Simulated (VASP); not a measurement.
Crystal: SnSe.

```
CELL_PARAMETERS angstrom
0.00000 3.01000 3.01000
3.01000 0.00000 3.01000
3.01000 3.01000 0.00000
ATOMIC_POSITIONS crystal
Sn 0.00000 0.00000 0.00000
Se 0.50000 0.50000 0.50000
```

* Program: VASP 6.6.1
* Task: relaxation of cell and atoms
* Functional: PBEsol
* Dispersion: D3(BJ)
* Potentials or basis: VASP PAW PBE potentials, release 64 (Sn_d, Se)
* Cutoff: 600 eV
* k mesh: 8 × 8 × 8
* Occupations: fermi-dirac, width 0.05 eV
* Spin: no spin polarisation

At the start: pressure -3.9 GPa; volume 27.27 Å³/atom.

Q: Where does the relaxation end?

A: Over 3 steps the energy falls by 24.9 meV/atom and the volume is 25.33 Å³/atom (-7.1 %); space group Fm-3m (No. 225, to 0.1 Å) before and after.

The path:
| step | energy change (eV) | largest force (eV/Å) | pressure (GPa) | volume (Å³) |
| --- | --- | --- | --- | --- |
| 1 | 0.0000 | 0.0000 | -3.85 | 54.54 |
| 2 | -0.0446 | 0.0000 | 1.46 | 49.53 |
| 3 | -0.0497 | 0.0000 | 0.00 | 50.66 |

Final structure:
```xyz
2
Lattice="0.0000 2.9368 2.9368 2.9368 0.0000 2.9368 2.9368 2.9368 0.0000" Properties=species:S:1:pos:R:3 pbc="T T T"
Sn    0.0000    0.0000    0.0000
Se    2.9368    2.9368    2.9368
```

Caveat: the PAW data sets were made with another functional, which shifts forces and pressure a little.
